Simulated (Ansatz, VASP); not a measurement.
## One calculation of Pd, two programs

INCAR

```
SYSTEM = Pd
ALGO = Normal
EDIFF = 1E-7
ENCUT = 520
ISIF = 2
ISMEAR = -1
LASPH = .TRUE.
LCHARG = .TRUE.
LELF = .TRUE.
LREAL = .FALSE.
LVHAR = .TRUE.
LWAVE = .FALSE.
NBANDS = 11
NELM = 100
PREC = Accurate
SIGMA = 0.05
```

KPOINTS

```
k-points
0
G
  18 18 18
  0 0 0
```

The input POSCAR:

```
Pd
1.0
    0.0000000000      1.9837980000      1.9449000000
    1.9837980000      0.0000000000      1.9449000000
    1.9837980000      1.9837980000      0.0000000000
Pd
1
Direct
    0.0000000000      0.0000000000      0.0000000000
```

Input for Ansatz:

```yaml
crystal:
  lattice:
    - [0.0, 1.983798, 1.9449]
    - [1.983798, 0.0, 1.9449]
    - [1.983798, 1.983798, 0.0]
  atoms:
    - { symbol: Pd, position: [0.0, 0.0, 0.0] }
kpoints:
  mp_grid: { grid: [18, 18, 18] }
  band_path:
    path:
      - [0.0, 0.0, 0.0]
      - [0.0, 0.5, 0.5]
      - [0.25, 0.75, 0.5]
      - [0.0, 0.5, 0.0]
      - [0.0, 0.0, 0.0]
      - [0.5, 0.5, 0.0]
      - [0.38005, 0.61995, 0.0]
      - [-0.38005, 0.38005, 0.0]
      - [0.0, 0.0, 0.0]
    npoints: 5
scf:
  occupations: { method: fermi_dirac, width: 0.05 }
hamiltonian:
  xc: lda
  pseudopotentials: { kind: all_electron, lapw: { basis_error: 0.00025 } }
output:
  forces: true
  stress: true
  eigenvalues: true
```

Change from the starting cell: equal xx and yy strain of +2 %.

Alike in both runs: task single point; functional LDA; k mesh 18 × 18 × 18; occupations fermi-dirac, width 0.05 eV; no spin polarisation.

|  | VASP | Ansatz |
| --- | --- | --- |
| version | VASP 6.6.1 | Ansatz 0.2.0 |
| potentials or method | VASP PAW LDA potentials, release 64 (Pd), cutoff 520 eV | all-electron LAPW, scalar-relativistic |

```csv
,VASP,Ansatz,Ansatz less VASP
pressure (GPa),-14.2,-14.5,-0.27
"traceless stress, the component that is largest in VASP (GPa)",0.63,0.62,-0.001
```

LDA's correlation is that of Perdew and Zunger in VASP and of Perdew and Wang (1992) in Ansatz. Ansatz ran all-electron here, and VASP with PAW potentials.
